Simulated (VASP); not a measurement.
Here is a VASP 6.6.1 calculation.

File INCAR:

```
PREC = Accurate ; ENCUT = 520
EDIFF = 1E-7 ; ISMEAR = 0
SIGMA = 0.15 ; LREAL = False
LASPH = True ; NELM = 60
ALGO = Fast ; ISIF = 2
LWAVE = False ; LCHARG = False
GGA = PS ; IVDW = 12
NBANDS = 14
```

The input KPOINTS:

```
regular mesh
0
Gamma
  18 18 6
```

POSCAR

```
Al
1.0
    2.8178023555      0.0000000000      0.0000000000
   -1.4089011777      2.4402884227      0.0000000000
    0.0000000000      0.0000000000      9.6261764069
Al
4
Direct
    0.0000000000      0.0000000000      0.0000000000
    0.3333333333      0.6666666667      0.2500000000
    0.0000000000      0.0000000000      0.5000000000
    0.6666666667      0.3333333333      0.7500000000
```

Potentials or basis: VASP PAW PBE potentials, release 64 (Al).

Command:

```bash
$ cat potpaw_PBE.64/Al/POTCAR > POTCAR
$ mpirun -np 1 vasp_std > vasp.out
```

**Question.** Estimate the pressure.

**Answer.** -4.3 GPa.

**Question.** Predict the dispersion energy per atom.

**Answer.** -0.316 eV.

Stress tensor (GPa, compression positive):
```
-3.41  0.00  0.00
 0.00 -3.41  0.00
 0.00  0.00 -6.18
```

Caveat: the PAW data sets were made with another functional, which shifts forces and pressure a little; pairwise dispersion overbinds metals, which lowers pressure and volume.
